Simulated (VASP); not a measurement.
# Li2S (Fm-3m) in VASP: notebook

Aim: see how the results for Li2S move with the level of theory and the settings. Levels: PBE, HSE06, PBE-based screened hybrid with 15 % exact exchange, PBE-based screened hybrid with 25 % exact exchange. Tasks: single point.

Everything below comes from runs of VASP 6.6.1. Logs are shortened: lines on timing, memory, paths and dates and some standing lists are left out, and cuts for length are marked.

**1. The cell of the first run**

Symmetry: Fm-3m, No. 225, cubic system. Conventional cell: a = 5.708 Å, b = 5.708 Å, c = 5.708 Å, α = 90.00°, β = 90.00°, γ = 90.00°. Within 3.3 Å of Li (site symmetry -43m) lie 4 S at 2.47 Å and 6 Li at 2.85 Å. S (site symmetry m-3m) has 8 Li at 2.47 Å within 3.3 Å.

**2. Single point, PBE**

Contents of INCAR:

```
PREC = Accurate
ENCUT = 750
EDIFF = 1E-6
ISMEAR = 0
SIGMA = 0.05
LREAL = F
LASPH = T
NELM = 120
ALGO = Normal
ISIF = 2
LWAVE = F
LCHARG = T
GGA = PE
LELF = T
LVHAR = T
NBANDS = 13
GGA_COMPAT = F
```

Contents of KPOINTS:

```
Automatic mesh
0
Gamma
  4 4 4
```

Contents of POSCAR:

```
Li2S
1.0
    0.0000000000      2.8540007422      2.8540007422
    2.8540007422      0.0000000000      2.8540007422
    2.8540007422      2.8540007422      0.0000000000
Li S
2 1
Direct
    0.2500000000      0.2500000000      0.2500000000
    0.7500000000      0.7500000000      0.7500000000
    0.0000000000      0.0000000000      0.0000000000
```

Potentials or basis: VASP PAW PBE potentials, release 64 (Li_sv, S).

Command:

```bash
cat potpaw_PBE.64/Li_sv/POTCAR potpaw_PBE.64/S/POTCAR > POTCAR
mpirun -np 1 vasp_std > vasp.out
```

OUTCAR:

```text
PREC = Accurate
   ENCUT = 750
   EDIFF = 1E-6
   ISMEAR = 0
   LREAL = F
   LASPH = T
   NELM = 120
   ISIF = 2
   GGA = PE

 ion  position               nearest neighbor table
   1  0.250  0.250  0.250-   3 2.47   3 2.47   3 2.47   3 2.47
   2  0.750  0.750  0.750-   3 2.47   3 2.47   3 2.47   3 2.47
   3  0.000  0.000  0.000-   2 2.47   2 2.47   2 2.47   1 2.47   2 2.47   1 2.47   1 2.47   1 2.47

  LATTYP: Found a face centered cubic cell.
 ALAT       =     5.7080014844

  Lattice vectors:

 A1 = (   0.0000000000,   2.8540007422,   2.8540007422)
 A2 = (   2.8540007422,   0.0000000000,   2.8540007422)
 A3 = (   2.8540007422,   2.8540007422,   0.0000000000)

Analysis of symmetry for initial positions (statically):
=====================================================================
 Subroutine PRICEL returns:
 Original cell was already a primitive cell.

 Routine SETGRP: Setting up the symmetry group for a
 face centered cubic supercell.

 Subroutine GETGRP returns: Found 48 space group operations
 (whereof 48 operations were pure point group operations)
 out of a pool of 48 trial point group operations.

The static configuration has the point symmetry O_h .

Analysis of symmetry for dynamics (positions and initial velocities):
=====================================================================
 Subroutine PRICEL returns:
 Original cell was already a primitive cell.

 Routine SETGRP: Setting up the symmetry group for a
 face centered cubic supercell.

 Subroutine GETGRP returns: Found 48 space group operations
 (whereof 48 operations were pure point group operations)
 out of a pool of 48 trial point group operations.

The dynamic configuration has the point symmetry O_h .

 Subroutine INISYM returns: Found 48 space group operations
 (whereof 48 operations are pure point group operations),
 and found     1 'primitive' translations

----------------------------------------------------------------------------------------

                                     Primitive cell

  volume of cell :      46.4935

  direct lattice vectors                    reciprocal lattice vectors
     0.000000000  2.854000742  2.854000742    -0.175192666  0.175192666  0.175192666
     2.854000742  0.000000000  2.854000742     0.175192666 -0.175192666  0.175192666
     2.854000742  2.854000742  0.000000000     0.175192666  0.175192666 -0.175192666

  length of vectors
     4.036166557  4.036166557  4.036166557     0.303442599  0.303442599  0.303442599

  position of ions in fractional coordinates (direct lattice)
     0.250000000  0.250000000  0.250000000
     0.750000000  0.750000000  0.750000000
     0.000000000  0.000000000  0.000000000

  ion indices of the primitive-cell ions
   primitive index   ion index
                 1           1
                 2           2
                 3           3

----------------------------------------------------------------------------------------

 KPOINTS: Automatic mesh

Automatic generation of k-mesh.
 Grid dimensions read from file:
 generate k-points for:    4    4    4

 Generating k-lattice:

  Cartesian coordinates                     Fractional coordinates (reciprocal lattice)
    -0.043798167  0.043798167  0.043798167     0.250000000  0.000000000  0.000000000
     0.043798167 -0.043798167  0.043798167     0.000000000  0.250000000  0.000000000
     0.043798167  0.043798167 -0.043798167     0.000000000  0.000000000  0.250000000

  Length of vectors
     0.075860650  0.075860650  0.075860650

  Shift w.r.t. Gamma in fractional coordinates (k-lattice)
     0.000000000  0.000000000  0.000000000

 Subroutine IBZKPT returns following result:
 ===========================================

 Found      8 irreducible k-points:

 Following reciprocal coordinates:
            Coordinates               Weight
  0.000000  0.000000  0.000000      1.000000
  0.250000  0.000000  0.000000      8.000000
  0.500000  0.000000  0.000000      4.000000
  0.250000  0.250000  0.000000      6.000000
  0.500000  0.250000  0.000000     24.000000
 -0.250000  0.250000  0.000000     12.000000
  0.500000  0.500000  0.000000      3.000000
 -0.250000  0.500000  0.250000      6.000000
   k-points           NKPTS =      8   k-points in BZ     NKDIM =      8   number of bands    NBANDS=     13
   number of dos      NEDOS =    301   number of ions     NIONS =      3
   total plane-waves  NPLWV =  46656
   dimension x,y,z NGX =    36 NGY =   36 NGZ =   36
   dimension x,y,z NGXF=    72 NGYF=   72 NGZF=   72
   ions per type =               2   1
   NGX,Y,Z   is equivalent  to a cutoff of  14.83, 14.83, 14.83 a.u.
   NGXF,Y,Z  is equivalent  to a cutoff of  29.66, 29.66, 29.66 a.u.
 SYSTEM =  unknown system
   PREC   = accura    normal or accurate (medium, high low for compatibility)
   ISTART =      0    job   : 0-new  1-cont  2-samecut
   ICHARG =      2    charge: 1-file 2-atom 10-const
   ISPIN  =      1    spin polarized calculation?
   LNONCOLLINEAR =      F non collinear calculations
   LSORBIT =      F    spin-orbit coupling
   LASPH  =      T    aspherical Exc in radial PAW
   ENCUT  =  750.0 eV  55.12 Ry    7.42 a.u.   9.01  9.01  9.01*2*pi/ulx,y,z
   NELM   =    120;   NELMIN=  2; NELMDL= -5     # of ELM steps
   EDIFF  = 0.1E-05   stopping-criterion for ELM
   LREAL  =      F    real-space projection
[... 7 lines left out ...]
   TEBEG  =    0.0;   TEEND  =   0.0 temperature during run
   PSTRESS=    0.0 pullay stress
   NELECT =      12.0000    total number of electrons
   NUPDOWN=      -1.0000    fix difference up-down
   EMIN   =  10.00;   EMAX   =-10.00  energy-range for DOS
   EFERMI =   0.00;   METHOD = LEGACY
   ISMEAR =     0;   SIGMA  =   0.05  broadening in eV -4-tet -1-fermi 0-gaus
   EFERMI_NEDOS =   21; number of points for ismear=-14 and -15
   IALGO  =     38    algorithm
   IMIX   =      4    mixing-type and parameters
     AMIX     =   0.40;   BMIX     =  1.00
     AMIX_MAG =   1.60;   BMIX_MAG =  1.00
  volume/ion in A,a.u.               =      15.50       104.58
  Fermi-wavevector in a.u.,A,eV,Ry     =   1.042328  1.969715 14.782024  1.086448
  Thomas-Fermi vector in A             =   2.176989
   LORBIT       =      0    0 simple, 1 ext, 2 COOP (PROOUT), +10 PAW based schemes
   GGA     = PE    functional components
   LHFCALC =     F    Hartree Fock is set to
   AEXX    =    0.0000 exact exchange contribution
   IVDW    =     0    specifies the selected vdW correction
   LEPSILON=     F    determine dielectric tensor
   LRPA    =     F    only Hartree local field effects (RPA)
 non-spin polarized calculation
 Gauss-broadening in eV      SIGMA  =   0.05
  energy-cutoff  :      750.00
  volume of cell :       46.49
 maximum number of plane-waves:      2200
   NGX = 17   NGY = 17   NGZ = 17

 number of electron      11.9999999 magnetization

 Free energy of the ion-electron system (eV)
  ---------------------------------------------------
  ext. energy  EPLUGINS =         0.00000000
  ---------------------------------------------------
  free energy    TOTEN  =       -11.98686114 eV

  energy without entropy =      -11.98686114  energy(sigma->0) =      -11.98686114

 E-fermi :   1.6989     XC(G=0):  -8.4853

 val. band max:        1.4375031007   @ k =   0.0000   0.0000   0.0000
 cond. band min:       4.8271745865   @ k =   0.5000   0.5000   0.0000
 fundamental gap:      3.3896714858
 Fermi energy:         1.6988596543

 k-point     1 :       0.0000    0.0000    0.0000
  band No.  band energies     occupation
      1     -42.7534      2.00000
      2     -42.7118      2.00000
      3      -9.5726      2.00000
      4       1.4375      2.00000
      5       1.4375      2.00000
      6       1.4375      2.00000
      7       5.6781      0.00000
      8       7.6606      0.00000
      9       7.6606      0.00000
     10       7.6606      0.00000
     11      12.5999      0.00000
     12      12.5999      0.00000
     13      13.8337      0.00000

 k-point     2 :       0.2500    0.0000    0.0000
  band No.  band energies     occupation
      1     -42.7470      2.00000
      2     -42.7175      2.00000
      3      -9.3722      2.00000
      4      -0.2398      2.00000
      5       1.1616      2.00000
      6       1.1616      2.00000
      7       6.7809      0.00000
      8       8.2191      0.00000
      9       8.2191      0.00000
     10       8.8370      0.00000
     11      11.2692      0.00000
     12      11.2692      0.00000
     13      14.3997      0.00000

 k-point     3 :       0.5000    0.0000    0.0000
  band No.  band energies     occupation
      1     -42.7319      2.00000
      2     -42.7318      2.00000
      3      -9.1430      2.00000
      4      -1.4220      2.00000
      5       0.9339      2.00000
      6       0.9339      2.00000
      7       7.5124      0.00000
      8       8.0064      0.00000
      9       8.0064      0.00000
     10       9.8248      0.00000
     11      14.1976      0.00000
     12      14.1976      0.00000
     13      14.4569      0.00000

 k-point     4 :       0.2500    0.2500    0.0000
  band No.  band energies     occupation
      1     -42.7460      2.00000
      2     -42.7183      2.00000
      3      -9.3092      2.00000
      4       0.1141      2.00000
      5       0.6331      2.00000
      6       0.6331      2.00000
      7       6.2323      0.00000
      8       8.0698      0.00000
      9       9.3887      0.00000
     10       9.3887      0.00000
     11      10.3665      0.00000
     12      13.5784      0.00000
     13      15.9230      0.00000

 k-point     5 :       0.5000    0.2500    0.0000
  band No.  band energies     occupation
      1     -42.7366      2.00000
      2     -42.7268      2.00000
      3      -9.0820      2.00000
      4      -0.9316      2.00000
      5       0.1383      2.00000
      6       0.4306      2.00000
      7       6.3733      0.00000
      8       9.2831      0.00000
      9       9.6696      0.00000
     10       9.7639      0.00000
     11      12.4586      0.00000
     12      13.8729      0.00000
     13      14.7673      0.00000

 k-point     6 :      -0.2500    0.2500    0.0000
  band No.  band energies     occupation
      1     -42.7388      2.00000
      2     -42.7249      2.00000
      3      -9.1543      2.00000
      4      -0.8095      2.00000
      5       0.0737      2.00000
      6       0.8983      2.00000
      7       7.5347      0.00000
      8       8.2089      0.00000
      9       9.7526      0.00000
     10       9.7772      0.00000
     11       9.9165      0.00000
     12      13.6467      0.00000
     13      15.3581      0.00000

 k-point     7 :       0.5000    0.5000    0.0000
  band No.  band energies     occupation
      1     -42.7385      2.00000
      2     -42.7247      2.00000
      3      -9.0179      2.00000
      4      -0.7192      2.00000
      5       0.0282      2.00000
      6       0.0282      2.00000
      7       4.8272      0.00000
      8       8.5015      0.00000
      9      12.4885      0.00000
     10      12.4885      0.00000
     11      13.4759      0.00000
     12      13.8995      0.00000
     13      13.8995      0.00000

 k-point     8 :      -0.2500    0.5000    0.2500
  band No.  band energies     occupation
      1     -42.7316      2.00000
      2     -42.7316      2.00000
      3      -9.0067      2.00000
      4      -0.3781      2.00000
      5      -0.3781      2.00000
      6      -0.3064      2.00000
      7       6.9055      0.00000
      8       8.7060      0.00000
      9      10.3024      0.00000
     10      10.3024      0.00000
     11      13.3095      0.00000
     12      13.3095      0.00000
     13      14.0569      0.00000

------------------------ aborting loop because EDIFF is reached ----------------------------------------

  FORCE on cell =-STRESS in cart. coord.  units (eV):
  Direction    XX          YY          ZZ          XY          YZ          ZX
  --------------------------------------------------------------------------------------
  -------------------------------------------------------------------------------------
  Total       -0.0374421     -0.0374421     -0.0374421     -0.0000000      0.0000000      0.0000000
  in kB       -1.2902654     -1.2902654     -1.2902654     -0.0000000      0.0000000      0.0000000
  external PRESSURE =      -1.2902654 kB  Pullay stress =       0.0000000 kB

 VOLUME and BASIS-vectors are now :
 -----------------------------------------------------------------------------
  energy-cutoff  :      750.00
  volume of cell :       46.49
      direct lattice vectors                 reciprocal lattice vectors
     0.000000000  2.854000742  2.854000742    -0.175192666  0.175192666  0.175192666
     2.854000742  0.000000000  2.854000742     0.175192666 -0.175192666  0.175192666
     2.854000742  2.854000742  0.000000000     0.175192666  0.175192666 -0.175192666

 POSITION                                       TOTAL-FORCE (eV/Angst)
 -----------------------------------------------------------------------------------
      1.42700      1.42700      1.42700         0.000000     -0.000000      0.000000
      4.28100      4.28100      4.28100        -0.000000      0.000000     -0.000000
      0.00000      0.00000      0.00000         0.000000     -0.000000      0.000000
 -----------------------------------------------------------------------------------
    total drift:                                0.000000      0.000000      0.000000

  FREE ENERGIE OF THE ION-ELECTRON SYSTEM (eV)
  ---------------------------------------------------
  free  energy   TOTEN  =       -11.9868611397 eV

  energy  without entropy=      -11.9868611397  energy(sigma->0) =      -11.98686114
```

Run time: 11 s. Hardware: 1 thread of AMD EPYC 7R43 (Zen 3), shared host; peak memory 0.16 GiB.

Results:

| Quantity | Value |
| --- | --- |
| Free energy | -11.9869 eV |
| Pressure | -0.1 GPa |
| Band gap on the k mesh | 3.39 eV (least direct gap 4.24 eV) |

Levels at points of the mesh, in eV from the valence-band top:
| k point | band 2 | band 3 | band 4 | band 5 | band 6 | band 7 | band 8 | band 9 | band 10 | band 11 |
| --- | --- | --- | --- | --- | --- | --- | --- | --- | --- | --- |
| (0.00, 0.00, 0.00) | -44.15 | -11.01 | 0.00 | 0.00 | 0.00 | 4.24 | 6.22 | 6.22 | 6.22 | 11.16 |
| (0.50, 0.00, 0.00) | -44.17 | -10.58 | -2.86 | -0.50 | -0.50 | 6.07 | 6.57 | 6.57 | 8.39 | 12.76 |
| (0.50, 0.50, 0.00) | -44.16 | -10.46 | -2.16 | -1.41 | -1.41 | 3.39 | 7.06 | 11.05 | 11.05 | 12.04 |

Caveat: the k points lie up to 0.48 Å⁻¹ apart. A k mesh can miss the band edges.

(Part 1 of 2 ends here.)
